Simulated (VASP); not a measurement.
CdS (Hawleyite):

```
CELL_PARAMETERS angstrom
0.00000 2.95488 2.95488
2.95488 0.00000 2.95488
2.95488 2.95488 0.00000
ATOMIC_POSITIONS crystal
Cd 0.00000 0.00000 0.00000
S 0.75000 0.75000 0.75000
```

Base run:

```yaml
Program: VASP 6.6.1
Functional: RPBE
Potentials_or_basis: VASP PAW PBE potentials, release 64 (Cd, S)
Cutoff: 520 eV
k_mesh: 8 × 8 × 8
Occupations: fermi-dirac, width 0.05 eV
Spin: no spin polarisation
```

Its results: band gap on the k mesh 1.25 eV, direct; pressure 2.9 GPa.

**Question.** The run is repeated on the same cell with these changes: functional from RPBE to r2SCAN0; k mesh from 8 × 8 × 8 to 4 × 4 × 4. What comes out?

**Answer.** Band gap on the k mesh 3.04 eV, direct; pressure -1.3 GPa.

Several settings changed at once, so the effect can't be laid on one alone.

Caveats: some runs use coarse meshes; the PAW data sets were made with another functional, which shifts forces and pressure a little.

